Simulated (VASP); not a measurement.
# TiO (Pm-3m) in VASP: further runs

Runs on TiO. Level: PBEsol. Tasks: density of states.

All numbers are computed with VASP 6.6.1; they aren't measurements. Logs are shortened: lines on timing, memory, paths and dates and some standing lists are left out, and cuts for length are marked.

### 1 The cell of the first run

It takes space group Pm-3m (No. 221, cubic). Conventional cell: a = 4.034 Å, b = 4.034 Å, c = 4.034 Å, α = 90.00°, β = 90.00°, γ = 90.00°. Within 2.7 Å of Ti (site symmetry 4/mmm) lie 4 O at 2.02 Å. Within 2.7 Å of O (site symmetry 4/mmm) lie 4 Ti at 2.02 Å.

### 2 Density of states, PBEsol

The input, POSCAR:

```
TiO
1.0
    4.0335084316      0.0000000000      0.0000000000
    0.0000000000      4.0335084316      0.0000000000
    0.0000000000      0.0000000000      4.0335084316
Ti O
3 3
Direct
    0.5000000000      0.5000000000      0.0000000000
    0.0000000000      0.5000000000      0.5000000000
    0.5000000000      0.0000000000      0.5000000000
    0.0000000000      0.5000000000      0.0000000000
    0.5000000000      0.0000000000      0.0000000000
    0.0000000000      0.0000000000      0.5000000000
```

The input, INCAR.step1:

```
ALGO     = Normal         # electronic algorithm
EDIFF    = 1E-6           # SCF threshold, eV
ENCUT    = 520            # plane-wave cutoff, eV
GGA      = PS             # functional
ISIF     = 2              # what is computed and relaxed
ISMEAR   = 0              # smearing method
LASPH    = True           # aspherical terms in the spheres
LCHARG   = True           # write CHGCAR
LMAXMIX  = 4              # l up to which the mixer works
LREAL    = False          # projectors in reciprocal space
LWAVE    = False          # write WAVECAR
NBANDS   = 36             # bands
NELM     = 100            # most SCF steps
PREC     = Accurate       # precision mode
SIGMA    = 0.1            # smearing width, eV
```

The input, KPOINTS.step1:

```
k-points
0
Gamma
  10 10 10
```

The input, INCAR.step2:

```
ALGO     = Normal         # electronic algorithm
EDIFF    = 1E-6           # SCF threshold, eV
ENCUT    = 520            # plane-wave cutoff, eV
GGA      = PS             # functional
ICHARG   = 11             # starting density
ISIF     = 2              # what is computed and relaxed
ISMEAR   = -5             # smearing method
LASPH    = True           # aspherical terms in the spheres
LCHARG   = False          # write CHGCAR
LMAXMIX  = 4              # l up to which the mixer works
LORBIT   = 10             # projections on sites
LREAL    = False          # projectors in reciprocal space
LWAVE    = False          # write WAVECAR
NBANDS   = 36             # bands
NEDOS    = 2001           # points of the DOS
NELM     = 100            # most SCF steps
PREC     = Accurate       # precision mode
SIGMA    = 0.1            # smearing width, eV
```

The input, KPOINTS.step2:

```
k-points
0
Gamma
  15 15 15
```

Potentials or basis: VASP PAW PBE potentials, release 64 (Ti_sv, O).

On the command line:

```sh
> cat potpaw_PBE.64/Ti_sv/POTCAR potpaw_PBE.64/O/POTCAR > POTCAR
> cp INCAR.step1 INCAR
> cp KPOINTS.step1 KPOINTS
> mpirun -np 1 vasp_std > vasp.out
> cp INCAR.step2 INCAR
> cp KPOINTS.step2 KPOINTS
> mpirun -np 1 vasp_std > vasp.out
```

OUTCAR:

```text
EDIFF = 1E-6
   ENCUT = 520
   GGA = PS
   ICHARG = 11
   ISIF = 2
   ISMEAR = -5
   LASPH = True
   LORBIT = 10
   LREAL = False
   NELM = 100
   PREC = Accurate

 ion  position               nearest neighbor table
   1  0.500  0.500  0.000-   4 2.02   5 2.02   5 2.02   4 2.02   2 2.85   3 2.85   3 2.85   2 2.85
                             3 2.85   2 2.85   3 2.85   2 2.85
   2  0.000  0.500  0.500-   4 2.02   6 2.02   4 2.02   6 2.02   1 2.85   1 2.85   3 2.85   3 2.85
                             1 2.85   3 2.85   1 2.85   3 2.85
   3  0.500  0.000  0.500-   5 2.02   6 2.02   5 2.02   6 2.02   1 2.85   1 2.85   1 2.85   2 2.85
                             1 2.85   2 2.85   2 2.85   2 2.85
   4  0.000  0.500  0.000-   1 2.02   2 2.02   2 2.02   1 2.02
   5  0.500  0.000  0.000-   1 2.02   3 2.02   3 2.02   1 2.02
   6  0.000  0.000  0.500-   2 2.02   3 2.02   2 2.02   3 2.02

  LATTYP: Found a simple cubic cell.
 ALAT       =     4.0335084316

  Lattice vectors:

 A1 = (   4.0335084316,   0.0000000000,   0.0000000000)
 A2 = (   0.0000000000,   4.0335084316,   0.0000000000)
 A3 = (   0.0000000000,   0.0000000000,   4.0335084316)

Analysis of symmetry for initial positions (statically):
=====================================================================
 Subroutine PRICEL returns:
 Original cell was already a primitive cell.

 Routine SETGRP: Setting up the symmetry group for a
 simple cubic supercell.

 Subroutine GETGRP returns: Found 48 space group operations
 (whereof 48 operations were pure point group operations)
 out of a pool of 48 trial point group operations.

The static configuration has the point symmetry O_h .

Analysis of symmetry for dynamics (positions and initial velocities):
=====================================================================
 Subroutine PRICEL returns:
 Original cell was already a primitive cell.

 Routine SETGRP: Setting up the symmetry group for a
 simple cubic supercell.

 Subroutine GETGRP returns: Found 48 space group operations
 (whereof 48 operations were pure point group operations)
 out of a pool of 48 trial point group operations.

The dynamic configuration has the point symmetry O_h .

 Subroutine INISYM returns: Found 48 space group operations
 (whereof 48 operations are pure point group operations),
 and found     1 'primitive' translations

----------------------------------------------------------------------------------------

                                     Primitive cell

  volume of cell :      65.6219

  direct lattice vectors                    reciprocal lattice vectors
     4.033508432  0.000000000  0.000000000     0.247923121  0.000000000  0.000000000
     0.000000000  4.033508432  0.000000000     0.000000000  0.247923121  0.000000000
     0.000000000  0.000000000  4.033508432     0.000000000  0.000000000  0.247923121

  length of vectors
     4.033508432  4.033508432  4.033508432     0.247923121  0.247923121  0.247923121

  position of ions in fractional coordinates (direct lattice)
     0.500000000  0.500000000  0.000000000
     0.000000000  0.500000000  0.500000000
     0.500000000  0.000000000  0.500000000
     0.000000000  0.500000000  0.000000000
     0.500000000  0.000000000  0.000000000
     0.000000000  0.000000000  0.500000000

  ion indices of the primitive-cell ions
   primitive index   ion index
                 1           1
                 2           2
                 3           3
                 4           4
                 5           5
                 6           6

----------------------------------------------------------------------------------------

 KPOINTS: k-points

Automatic generation of k-mesh.
 Grid dimensions read from file:
 generate k-points for:   15   15   15

 Generating k-lattice:

  Cartesian coordinates                     Fractional coordinates (reciprocal lattice)
     0.016528208  0.000000000  0.000000000     0.066666667  0.000000000  0.000000000
     0.000000000  0.016528208  0.000000000     0.000000000  0.066666667  0.000000000
     0.000000000  0.000000000  0.016528208     0.000000000  0.000000000  0.066666667

  Length of vectors
     0.016528208  0.016528208  0.016528208

  Shift w.r.t. Gamma in fractional coordinates (k-lattice)
     0.000000000  0.000000000  0.000000000

 TETIRR: Found   1667 inequivalent tetrahedra from    20250

 Subroutine IBZKPT returns following result:
 ===========================================

 Found    120 irreducible k-points:

 Following reciprocal coordinates:
            Coordinates               Weight
  0.000000  0.000000  0.000000      1.000000
  0.066667  0.000000  0.000000      6.000000
  0.133333  0.000000  0.000000      6.000000
  0.200000  0.000000  0.000000      6.000000
  0.266667  0.000000  0.000000      6.000000
  0.333333  0.000000  0.000000      6.000000
[... 16 lines left out ...]
  0.266667  0.200000  0.000000     24.000000
  0.333333  0.200000  0.000000     24.000000
 [... further k-points ...]
   k-points           NKPTS =    120   k-points in BZ     NKDIM =    120   number of bands    NBANDS=     36
   number of dos      NEDOS =   2001   number of ions     NIONS =      6
   total plane-waves  NPLWV =  27000
   dimension x,y,z NGX =    30 NGY =   30 NGZ =   30
   dimension x,y,z NGXF=    60 NGYF=   60 NGZF=   60
   ions per type =               3   3
   NGX,Y,Z   is equivalent  to a cutoff of  12.36, 12.36, 12.36 a.u.
   NGXF,Y,Z  is equivalent  to a cutoff of  24.73, 24.73, 24.73 a.u.
 SYSTEM =  unknown system
   PREC   = accura    normal or accurate (medium, high low for compatibility)
   ISTART =      0    job   : 0-new  1-cont  2-samecut
   ICHARG =     11    charge: 1-file 2-atom 10-const
   ISPIN  =      1    spin polarized calculation?
   LNONCOLLINEAR =      F non collinear calculations
   LSORBIT =      F    spin-orbit coupling
   LASPH  =      T    aspherical Exc in radial PAW
   ENCUT  =  520.0 eV  38.22 Ry    6.18 a.u.   7.50  7.50  7.50*2*pi/ulx,y,z
   NELM   =    100;   NELMIN=  2; NELMDL=  0     # of ELM steps
   EDIFF  = 0.1E-05   stopping-criterion for ELM
   LREAL  =      F    real-space projection
[... 7 lines left out ...]
   TEBEG  =    0.0;   TEEND  =   0.0 temperature during run
   PSTRESS=    0.0 pullay stress
   NELECT =      54.0000    total number of electrons
   NUPDOWN=      -1.0000    fix difference up-down
   EMIN   =  10.00;   EMAX   =-10.00  energy-range for DOS
   EFERMI =   0.00;   METHOD = LEGACY
   ISMEAR =    -5;   SIGMA  =   0.10  broadening in eV -4-tet -1-fermi 0-gaus
   EFERMI_NEDOS =   21; number of points for ismear=-14 and -15
   IALGO  =     38    algorithm
   IMIX   =      4    mixing-type and parameters
     AMIX     =   0.40;   BMIX     =  1.00
     AMIX_MAG =   1.60;   BMIX_MAG =  1.00
  volume/ion in A,a.u.               =      10.94        73.81
  Fermi-wavevector in a.u.,A,eV,Ry     =   1.534110  2.899047 32.021215  2.353493
  Thomas-Fermi vector in A             =   2.641083
   LORBIT       =     10    0 simple, 1 ext, 2 COOP (PROOUT), +10 PAW based schemes
   GGA     = PS    functional components
   LHFCALC =     F    Hartree Fock is set to
   AEXX    =    0.0000 exact exchange contribution
   IVDW    =     0    specifies the selected vdW correction
   LEPSILON=     F    determine dielectric tensor
   LRPA    =     F    only Hartree local field effects (RPA)
 non-spin polarized calculation
 Fermi weights with tetrahedron method with Bloechl corrections
  energy-cutoff  :      520.00
  volume of cell :       65.62
 maximum number of plane-waves:      1794
 NGX is ok and might be reduce to    30

 number of electron      53.9999972 magnetization

 Free energy of the ion-electron system (eV)
  ---------------------------------------------------
  ext. energy  EPLUGINS =         0.00000000
  ---------------------------------------------------
  free energy    TOTEN  =       -55.98965416 eV

  energy without entropy =      -55.98965416  energy(sigma->0) =      -55.98965416

 E-fermi :   8.3685     XC(G=0): -12.2562

 val. band max:        8.3672703200   @ k =   0.4000   0.4000   0.3333
 cond. band min:       8.3813185905   @ k =   0.3333   0.2000   0.0000
 fundamental gap:      0.0140482704
 Fermi energy:         8.3684852968

 k-point     1 :       0.0000    0.0000    0.0000
  band No.  band energies     occupation
      1     -48.5635      2.00000
      2     -48.3964      2.00000
      3     -48.3964      2.00000
      4     -25.1941      2.00000
      5     -25.1941      2.00000
      6     -25.1941      2.00000
[... 28 lines left out ...]
     35      11.9568      0.00000
     36      11.9651      0.00000

 k-point     2 :       0.0667    0.0000    0.0000
  band No.  band energies     occupation
      1     -48.5619      2.00000
      2     -48.3980      2.00000
      3     -48.3963      2.00000
      4     -25.1921      2.00000
      5     -25.1908      2.00000
      6     -25.1908      2.00000
[... 28 lines left out ...]
     35      11.9635      0.00000
     36      11.9784      0.00000

 k-point     3 :       0.1333    0.0000    0.0000
  band No.  band energies     occupation
      1     -48.5571      2.00000
      2     -48.4027      2.00000
      3     -48.3962      2.00000
      4     -25.1865      2.00000
      5     -25.1815      2.00000
      6     -25.1815      2.00000
[... 28 lines left out ...]
     35      11.8016      0.00000
     36      11.8093      0.00000
[... 742 lines left out ...]
 k-point    23 :       0.2667    0.2000    0.0000
  band No.  band energies     occupation
      1     -48.5269      2.00000
      2     -48.4226      2.00000
      3     -48.4050      2.00000
      4     -25.2471      2.00000
      5     -25.1228      2.00000
      6     -25.1025      2.00000
[... 28 lines left out ...]
     35      11.5041      0.00000
     36      11.7777      0.00000

 k-point    24 :       0.3333    0.2000    0.0000
  band No.  band energies     occupation
      1     -48.5162      2.00000
      2     -48.4324      2.00000
      3     -48.4055      2.00000
      4     -25.2594      2.00000
      5     -25.1029      2.00000
      6     -25.0945      2.00000
[... 28 lines left out ...]
     35      11.4433      0.00000
     36      11.7402      0.00000

 [... further k-points ...]
[... 5 lines left out ...]
  --------------------------------------------------------------------------------------
  -------------------------------------------------------------------------------------
  Total        0.2152935      0.2152935      0.2152935      0.0000000     -0.0000000      0.0000000
  in kB        5.2564495      5.2564495      5.2564495      0.0000000     -0.0000000      0.0000000
  external PRESSURE =       5.2564495 kB  Pullay stress =       0.0000000 kB

 VOLUME and BASIS-vectors are now :
 -----------------------------------------------------------------------------
  energy-cutoff  :      520.00
  volume of cell :       65.62
      direct lattice vectors                 reciprocal lattice vectors
     4.033508432  0.000000000  0.000000000     0.247923121  0.000000000  0.000000000
     0.000000000  4.033508432  0.000000000     0.000000000  0.247923121  0.000000000
     0.000000000  0.000000000  4.033508432     0.000000000  0.000000000  0.247923121

 POSITION                                       TOTAL-FORCE (eV/Angst)
 -----------------------------------------------------------------------------------
      2.01675      2.01675      0.00000         0.000000      0.000000      0.000000
      0.00000      2.01675      2.01675         0.000000      0.000000      0.000000
      2.01675      0.00000      2.01675         0.000000      0.000000      0.000000
      0.00000      2.01675      0.00000         0.000000      0.000000      0.000000
      2.01675      0.00000      0.00000         0.000000      0.000000      0.000000
      0.00000      0.00000      2.01675         0.000000      0.000000      0.000000
 -----------------------------------------------------------------------------------
    total drift:                                0.000000      0.000000     -0.000000

  FREE ENERGIE OF THE ION-ELECTRON SYSTEM (eV)
  ---------------------------------------------------
  free  energy   TOTEN  =       -55.9896541590 eV

  energy  without entropy=      -55.9896541590  energy(sigma->0) =      -55.98965416

 total charge

# of ion       s       p       d       tot
------------------------------------------
    1        2.201   6.211   1.968  10.379
    2        2.201   6.211   1.968  10.379
    3        2.201   6.211   1.968  10.379
    4        1.559   3.490   0.000   5.049
    5        1.559   3.490   0.000   5.049
    6        1.559   3.490   0.000   5.049
--------------------------------------------------
tot         11.278  29.104   5.903  46.284
```

Run time: 3 min. Hardware: 1 thread of Intel Xeon 6975P-C (Granite Rapids), shared host; peak memory 0.31 GiB.

Results:

```
Valence electrons inside the program's atomic spheres : Ti 10.38; O 5.05
```

Levels at points of the mesh, in eV from the Fermi level:
```tsv
k point	band 25	band 26	band 27	band 28	band 29	band 30	band 31	band 32
(0.00, 0.00, 0.00)	-3.04	-1.60	-1.60	-1.60	1.36	1.36	1.36	2.20
```

Caveat: the PAW data sets were made with another functional, which shifts forces and pressure a little; semilocal functionals often make such compounds metallic where correlation or magnetic order opens a gap, which also shifts bond lengths; tetrahedron occupations give inexact forces and stress in metals.

[end of part 1 of 2]
